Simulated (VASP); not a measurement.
AlN:

```
Al N
1.0
     3.12859    0.00000    0.00000
    -1.56429    2.70944    0.00000
     0.00000    0.00000    5.01696
Al N
2 2
Cartesian
  1.5643 0.9031 2.5049
  0.0000 1.8063 5.0134
  1.5643 0.9031 4.4185
  0.0000 1.8063 1.9100
```

| Quantity | Value |
| --- | --- |
| Program | VASP 6.6.1 |
| Task | relaxation of cell and atoms |
| Functional | r2SCAN |
| Potentials or basis | VASP PAW PBE potentials, release 64 (Al, N) |
| Cutoff | 600 eV |
| k mesh | 9 × 9 × 4 |
| Occupations | gaussian, width 0.02 eV |
| Spin | no spin polarisation |

At the start: pressure -4.7 GPa; volume 10.63 Å³/atom.

Q: How do energy, volume and symmetry change on relaxing?

A: Over 8 steps the energy falls by 3.6 meV/atom and the volume is 10.39 Å³/atom (-2.3 %); space group P6_3mc (No. 186, to 0.1 Å) before and after.

Step by step:
| step | energy change (eV) | largest force (eV/Å) | pressure (GPa) | volume (Å³) |
| --- | --- | --- | --- | --- |
| 1 | 0.0000 | 0.0026 | -4.71 | 42.53 |
| 2 | -0.0001 | 0.0121 | 4.97 | 40.63 |
| 3 | -0.0145 | 0.0050 | -0.07 | 41.57 |
| 4 | -0.0145 | 0.0051 | 0.02 | 41.55 |
| 5 | -0.0145 | 0.0081 | 0.03 | 41.55 |
| 6 | -0.0145 | 0.0090 | 0.03 | 41.54 |
| 7 | -0.0145 | 0.0042 | -0.02 | 41.55 |
| 8 | -0.0145 | 0.0008 | -0.01 | 41.55 |

Final structure:
```xyz
4
Lattice="3.1052 0.0000 0.0000 -1.5526 2.6892 0.0000 0.0000 0.0000 4.9758" Properties=species:S:1:pos:R:3 pbc="T T T"
Al    1.5526    0.8964    2.4838
Al    0.0000    1.7928    4.9717
N     1.5526    0.8964    4.3828
N     0.0000    1.7928    1.8949
```

Caveat: the PAW data sets were made with another functional, which shifts forces and pressure a little.
